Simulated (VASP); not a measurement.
# Au (P4/nmm) in VASP: notebook

Runs on Au. Level: PBE. Tasks: single point.

Program: VASP 6.6.1. These are calculated values, not measurements. Logs are shortened: lines on timing, memory, paths and dates and some standing lists are left out, and cuts for length are marked.

**1. The cell of the first run**

It takes space group P4/nmm (No. 129, tetragonal). The conventional cell has a = 2.893 Å, b = 2.893 Å, c = 4.091 Å, α = 90.00°, β = 90.00°, γ = 90.00°. Within 3.5 Å of Au (site symmetry 4mm) lie 12 Au at 2.63 to 3.19 Å.

**2. Single point, PBE (atoms displaced along a vibrational mode)**

INCAR

```
PREC     = Accurate       # precision mode
ENCUT    = 520            # plane-wave cutoff, eV
EDIFF    = 1E-6           # SCF threshold, eV
ISMEAR   = 0              # smearing method
SIGMA    = 0.15           # smearing width, eV
LREAL    = F              # projectors in reciprocal space
LASPH    = T              # aspherical terms in the spheres
NELM     = 60             # most SCF steps
ALGO     = Fast           # electronic algorithm
ISIF     = 2              # what is computed and relaxed
LWAVE    = F              # write WAVECAR
LCHARG   = F              # write CHGCAR
GGA      = PE             # functional
NBANDS   = 18             # bands
```

KPOINTS

```
regular mesh
0
Gamma
  16 16 12
```

POSCAR

```
Au
1.0
    0.0000000000     -2.0455000000     -2.0455000000
    0.0000000000      2.0455000000     -2.0455000000
    4.0910000000      0.0000000000      0.0000000000
Au
2
Direct
    0.5000000000      0.5000000000      0.4511121975
    0.0000000000      0.0000000000      0.0488878025
```

Potentials or basis: VASP PAW PBE potentials, release 64 (Au).

Started as:

```
$ cat potpaw_PBE.64/Au/POTCAR > POTCAR
$ mpirun -np 1 vasp_std > vasp.out
```

OUTCAR:

```text
PREC = Accurate
   ENCUT = 520
   EDIFF = 1E-6
   ISMEAR = 0
   LREAL = F
   LASPH = T
   NELM = 60
   ISIF = 2
   GGA = PE

 ion  position               nearest neighbor table
   1  0.500  0.500  0.451-   2 2.63   2 2.63   2 2.63   2 2.63   2 3.19   2 3.19   2 3.19   2 3.19

   2  0.000  0.000  0.049-   1 2.63   1 2.63   1 2.63   1 2.63   1 3.19   1 3.19   1 3.19   1 3.19

  LATTYP: Found a simple tetragonal cell.
 ALAT       =     2.8927738418
 C/A-ratio  =     1.4142135624

  Lattice vectors:

 A1 = (   0.0000000000,  -2.0455000000,  -2.0455000000)
 A2 = (   0.0000000000,   2.0455000000,  -2.0455000000)
 A3 = (   4.0910000000,   0.0000000000,   0.0000000000)

Analysis of symmetry for initial positions (statically):
=====================================================================
 Subroutine PRICEL returns:
 Original cell was already a primitive cell.

 Routine SETGRP: Setting up the symmetry group for a
 simple tetragonal supercell.

 Subroutine GETGRP returns: Found 16 space group operations
 (whereof  8 operations were pure point group operations)
 out of a pool of 16 trial point group operations.

The static configuration has the point symmetry C_4v.
 The point group associated with its full space group is D_4h.

Analysis of symmetry for dynamics (positions and initial velocities):
=====================================================================
 Subroutine PRICEL returns:
 Original cell was already a primitive cell.

 Routine SETGRP: Setting up the symmetry group for a
 simple tetragonal supercell.

 Subroutine GETGRP returns: Found 16 space group operations
 (whereof  8 operations were pure point group operations)
 out of a pool of 16 trial point group operations.

The dynamic configuration has the point symmetry C_4v.
 The point group associated with its full space group is D_4h.

 Subroutine INISYM returns: Found 16 space group operations
 (whereof  8 operations are pure point group operations),
 and found     1 'primitive' translations

----------------------------------------------------------------------------------------

                                     Primitive cell

  volume of cell :      34.2341

[... 71 lines left out ...]
   number of dos      NEDOS =    301   number of ions     NIONS =      2
   total plane-waves  NPLWV =  17280
   dimension x,y,z NGX =    24 NGY =   24 NGZ =   30
   dimension x,y,z NGXF=    48 NGYF=   48 NGZF=   60
   ions per type =               2
   NGX,Y,Z   is equivalent  to a cutoff of  13.79, 13.79, 12.19 a.u.
   NGXF,Y,Z  is equivalent  to a cutoff of  27.59, 27.59, 24.38 a.u.
 SYSTEM =  unknown system
   PREC   = accura    normal or accurate (medium, high low for compatibility)
   ISTART =      0    job   : 0-new  1-cont  2-samecut
   ICHARG =      2    charge: 1-file 2-atom 10-const
   ISPIN  =      1    spin polarized calculation?
   LNONCOLLINEAR =      F non collinear calculations
   LSORBIT =      F    spin-orbit coupling
   LASPH  =      T    aspherical Exc in radial PAW
   ENCUT  =  520.0 eV  38.22 Ry    6.18 a.u.   5.38  5.38  7.61*2*pi/ulx,y,z
   NELM   =     60;   NELMIN=  2; NELMDL= -5     # of ELM steps
   EDIFF  = 0.1E-05   stopping-criterion for ELM
   LREAL  =      F    real-space projection
[... 7 lines left out ...]
   TEBEG  =    0.0;   TEEND  =   0.0 temperature during run
   PSTRESS=    0.0 pullay stress
   NELECT =      22.0000    total number of electrons
   NUPDOWN=      -1.0000    fix difference up-down
   EMIN   =  10.00;   EMAX   =-10.00  energy-range for DOS
   EFERMI =   0.00;   METHOD = LEGACY
   ISMEAR =     0;   SIGMA  =   0.15  broadening in eV -4-tet -1-fermi 0-gaus
   EFERMI_NEDOS =   21; number of points for ismear=-14 and -15
   IALGO  =     68    algorithm
   IMIX   =      4    mixing-type and parameters
     AMIX     =   0.40;   BMIX     =  1.00
     AMIX_MAG =   1.60;   BMIX_MAG =  1.00
  volume/ion in A,a.u.               =      17.12       115.51
  Fermi-wavevector in a.u.,A,eV,Ry     =   1.412742  2.669696 27.155058  1.995840
  Thomas-Fermi vector in A             =   2.534459
   LORBIT       =      0    0 simple, 1 ext, 2 COOP (PROOUT), +10 PAW based schemes
   GGA     = PE    functional components
   LHFCALC =     F    Hartree Fock is set to
   AEXX    =    0.0000 exact exchange contribution
   IVDW    =     0    specifies the selected vdW correction
   LEPSILON=     F    determine dielectric tensor
   LRPA    =     F    only Hartree local field effects (RPA)
 non-spin polarized calculation
 RMM-DIIS sequential band-by-band and
 Gauss-broadening in eV      SIGMA  =   0.15
  energy-cutoff  :      520.00
  volume of cell :       34.23
 maximum number of plane-waves:       937
 NGX is ok and might be reduce to    24
   NGX = 11   NGY = 11   NGZ = 15

 number of electron      21.9999998 magnetization

 Free energy of the ion-electron system (eV)
  ---------------------------------------------------
  ext. energy  EPLUGINS =         0.00000000
  ---------------------------------------------------
  free energy    TOTEN  =        -5.67634600 eV

  energy without entropy =       -5.67089708  energy(sigma->0) =       -5.67362154

 E-fermi :   9.4824     XC(G=0): -12.6179

 val. band max:        9.4724802869   @ k =   0.3125   0.1250   0.4167
 cond. band min:       9.4840930526   @ k =   0.2500   0.1875   0.4167
 fundamental gap:      0.0116127658
 Fermi energy:         9.4823843539

 k-point     1 :       0.0000    0.0000    0.0000
  band No.  band energies     occupation
      1      -0.5420      2.00000
      2       2.1787      2.00000
      3       2.2049      2.00000
      4       4.5214      2.00000
      5       4.5214      2.00000
      6       4.9733      2.00000
[... 481 lines left out ...]
      5       4.8823      2.00000
      6       4.8823      2.00000
[... 10 lines left out ...]
     17      24.0064      0.00000
     18      24.0064      0.00000

 [... further k-points ...]
[... 5 lines left out ...]
  --------------------------------------------------------------------------------------
  -------------------------------------------------------------------------------------
  Total        4.5127250      5.2896449      5.2896449     -0.0000000      0.0000000      0.0000000
  in kB      211.1985868    247.5589636    247.5589636     -0.0000000      0.0000000      0.0000000
  external PRESSURE =     235.4388380 kB  Pullay stress =       0.0000000 kB

 VOLUME and BASIS-vectors are now :
 -----------------------------------------------------------------------------
  energy-cutoff  :      520.00
  volume of cell :       34.23
      direct lattice vectors                 reciprocal lattice vectors
     0.000000000 -2.045500000 -2.045500000     0.000000000 -0.244439012 -0.244439012
     0.000000000  2.045500000 -2.045500000     0.000000000  0.244439012 -0.244439012
     4.091000000  0.000000000  0.000000000     0.244439012  0.000000000  0.000000000

 POSITION                                       TOTAL-FORCE (eV/Angst)
 -----------------------------------------------------------------------------------
      1.84550      0.00000     -2.04550         3.884737     -0.000000      0.000000
      0.20000      0.00000      0.00000        -3.884737      0.000000     -0.000000
 -----------------------------------------------------------------------------------
    total drift:                               -0.000000     -0.000000      0.000000

  FREE ENERGIE OF THE ION-ELECTRON SYSTEM (eV)
  ---------------------------------------------------
  free  energy   TOTEN  =        -5.6763459995 eV

  energy  without entropy=       -5.6708970765  energy(sigma->0) =       -5.67362154
```

OSZICAR:

```text
N       E                     dE             d eps       ncg     rms          rms(c)
DAV:   1     0.127271229774E+03    0.12727E+03   -0.11576E+04 11372   0.117E+03
DAV:   2    -0.406207348960E+01   -0.13133E+03   -0.12568E+03 11964   0.264E+02
DAV:   3    -0.616903228655E+01   -0.21070E+01   -0.20967E+01 13484   0.344E+01
DAV:   4    -0.617903786994E+01   -0.10006E-01   -0.10005E-01 12482   0.246E+00
DAV:   5    -0.617913966183E+01   -0.10179E-03   -0.10179E-03 12576   0.262E-01    0.165E+01
RMM:   6    -0.572562146720E+01    0.45352E+00   -0.71645E-01 11364   0.643E+00    0.103E+01
RMM:   7    -0.568219543719E+01    0.43426E-01   -0.17704E-01 11664   0.328E+00    0.318E+00
RMM:   8    -0.567654804641E+01    0.56474E-02   -0.25382E-02 11796   0.122E+00    0.324E-01
RMM:   9    -0.567636579323E+01    0.18225E-03   -0.14936E-03 12358   0.283E-01    0.177E-01
RMM:  10    -0.567634934904E+01    0.16444E-04   -0.25982E-04 12531   0.121E-01    0.497E-02
RMM:  11    -0.567634639290E+01    0.29561E-05   -0.50096E-05 12513   0.544E-02    0.131E-02
RMM:  12    -0.567634598790E+01    0.40500E-06   -0.11546E-05 12434   0.260E-02    0.478E-03
RMM:  13    -0.567634599950E+01   -0.11602E-07   -0.24279E-06  9394   0.111E-02
   1 F= -.56763460E+01 E0= -.56736215E+01  d E =-.544892E-02
```

Wall time 3.1 min (1 thread of Intel Xeon 8259CL, shared host); peak memory 0.27 GiB.

What came out:

| Item | Value |
| --- | --- |
| Free energy | -5.6763 eV |
| Pressure | 23.5 GPa |
| Largest force | 3.885 eV/Å |
| Band gap on the k mesh | zero (bands 11 and 12 overlap by 6.73 eV) |

Forces in eV/Å, atoms in the order of the input:
```
Au   3.885  0.000  0.000
Au  -3.885  0.000  0.000
```

Caveat: the cell differs from its parent crystal (atoms displaced along a vibrational mode); the cell stands under pressure; spin-orbit coupling is left out, which moves the levels of the heavy elements; forces of over 1 eV/Å act on the atoms, so gaps and moduli don't describe the material at rest.

**3. Single point, PBE (atoms displaced along a vibrational mode)**

INCAR

```
PREC = Accurate
ENCUT = 520
EDIFF = 1E-7
ISMEAR = 0
SIGMA = 0.15
LREAL = False
LASPH = True
NELM = 80
ALGO = Fast
ISIF = 2
LWAVE = False
LCHARG = False
GGA = PE
NBANDS = 18
```

KPOINTS

```
Automatic mesh
0
Gamma
  16 16 12
```

POSCAR

```
Au
1.0
    0.0000000000     -2.0455000000     -2.0455000000
    0.0000000000      2.0455000000     -2.0455000000
    4.0910000000      0.0000000000      0.0000000000
Au
2
Direct
    0.5000000000      0.5000000000      0.5366658519
    0.0000000000      0.0000000000     -0.0366658519
```

Potentials or basis: VASP PAW PBE potentials, release 64 (Au).

Started as:

```
$ cat potpaw_PBE.64/Au/POTCAR > POTCAR
$ mpirun -np 1 vasp_std > vasp.out
```

Run time: 4 min. Hardware: 1 thread of Intel Xeon 8259CL, shared host; peak memory 0.27 GiB.

It converged, with:

| Property | Result |
| --- | --- |
| Free energy | -6.0075 eV |
| Pressure | 16.4 GPa |
| Largest force | 2.765 eV/Å |
| Band gap on the k mesh | zero (bands 11 and 12 overlap by 6.94 eV) |

Forces on the atoms (eV/Å):
```
Au  -2.765  0.000  0.000
Au   2.765  0.000  0.000
```

Stress tensor (GPa, compression positive):
```
15.35  0.00  0.00
 0.00 16.98  0.00
 0.00  0.00 16.98
```

Levels at points of the mesh, in eV from the Fermi level:
```
           k point  band 9  band 10  band 11  band 12  band 13  band 14
(0.00, 0.00, 0.00)   -1.94    -1.72    -1.72     1.48     5.39    10.02
(0.50, 0.00, 0.00)   -2.63    -2.63    -0.36    -0.36     7.60     7.60
(0.50, 0.50, 0.00)   -1.74    -1.74     1.05     1.05     5.77     5.77
(0.00, 0.00, 0.50)   -3.06    -2.92    -2.92    -2.20    13.57    13.94
(0.50, 0.00, 0.50)   -1.85    -1.85    -0.85    -0.85     2.98     2.98
(0.50, 0.50, 0.50)   -1.74    -1.74     4.67     4.67     5.19     5.19
```

Caveat: the cell differs from its parent crystal (atoms displaced along a vibrational mode); the cell stands under pressure; spin-orbit coupling is left out, which moves the levels of the heavy elements; forces of over 1 eV/Å act on the atoms, so gaps and moduli don't describe the material at rest.

**4. Single point, PBE (atoms displaced along a vibrational mode)**

INCAR

```
SYSTEM = Au
ALGO     = Fast           ! electronic algorithm
EDIFF    = 1E-6           ! SCF threshold, eV
ENCUT    = 520            ! plane-wave cutoff, eV
GGA      = PE             ! functional
ISIF     = 2              ! what is computed and relaxed
ISMEAR   = 0              ! smearing method
LASPH    = .TRUE.         ! aspherical terms in the spheres
LCHARG   = .FALSE.        ! write CHGCAR
LREAL    = .FALSE.        ! projectors in reciprocal space
LWAVE    = .FALSE.        ! write WAVECAR
NBANDS   = 18             ! bands
NELM     = 60             ! most SCF steps
PREC     = Accurate       ! precision mode
SIGMA    = 0.15           ! smearing width, eV
```

KPOINTS

```
k-points
0
G
  16 16 12
  0 0 0
```

POSCAR

```
Au
1.0
    0.0000000000     -2.0455000000     -2.0455000000
    0.0000000000      2.0455000000     -2.0455000000
    4.0910000000      0.0000000000      0.0000000000
Au
2
Direct
    0.5000000000      0.5000000000      0.4755560988
    0.0000000000      0.0000000000      0.0244439012
```

Started as:

```
$ cat potpaw_PBE.64/Au/POTCAR > POTCAR
$ mpirun -np 1 vasp_std > vasp.out
```

Wall time 3.1 min (1 thread of Intel Xeon 8259CL, shared host); peak memory 0.27 GiB.

Results (log left out):

```yaml
Free_energy: -6.2334 eV
Pressure: 11.5 GPa
Largest_force: 1.773 eV/Å
Band_gap_on_the_k_mesh: zero (bands 11 and 12 overlap by 7.08 eV)
```

Forces in eV/Å, atoms in the order of the input:
```
Au   1.773  0.000  0.000
Au  -1.773  0.000  0.000
```

Stress tensor (GPa, compression positive):
```
10.99  0.00  0.00
 0.00 11.70  0.00
 0.00  0.00 11.70
```

Levels at points of the mesh, in eV from the Fermi level:
```tsv
k point	band 9	band 10	band 11	band 12	band 13	band 14
(0.00, 0.00, 0.00)	-1.98	-1.68	-1.68	1.23	5.58	10.01
(0.50, 0.00, 0.00)	-2.86	-2.86	-0.32	-0.32	8.01	8.01
(0.50, 0.50, 0.00)	-1.69	-1.69	1.05	1.05	5.75	5.75
(0.00, 0.00, 0.50)	-3.06	-3.06	-3.01	-2.33	14.20	14.20
(0.50, 0.00, 0.50)	-1.92	-1.92	-0.89	-0.89	3.01	3.01
(0.50, 0.50, 0.50)	-1.69	-1.69	4.69	4.69	5.54	5.54
```

Caveat: the cell differs from its parent crystal (atoms displaced along a vibrational mode); the cell stands under pressure; spin-orbit coupling is left out, which moves the levels of the heavy elements; forces of over 1 eV/Å act on the atoms, so gaps and moduli don't describe the material at rest.

**5. Overview**

```csv
cell,further INCAR settings,gap on the mesh (eV),pressure (GPa),largest force (eV/Å)
"as given, atomic positions A",ALGO = Fast; EDIFF = 1e-06; NBANDS = 18,none,23.5,3.88
"as given, atomic positions B",ALGO = Fast; EDIFF = 1e-07; NBANDS = 18,none,16.4,2.77
"as given, atomic positions C",ALGO = Fast; EDIFF = 1e-06; NBANDS = 18,none,11.5,1.77
```

Alike in all rows: task single point; level PBE; potentials or basis VASP PAW PBE potentials, release 64 (Au); no spin polarisation; k mesh 16 × 16 × 12; cutoff (eV) 520; smearing gaussian 0.15 eV.

Caveats: the cell stands under pressure; spin-orbit coupling is left out, which moves the levels of the heavy elements; forces of over 1 eV/Å act on the atoms, so gaps and moduli don't describe the material at rest.

Total energies depend on the potentials used, so only differences within one code and one set of settings carry meaning.

The gap in the log of VASP goes by the Fermi energy; the results here count the filled bands.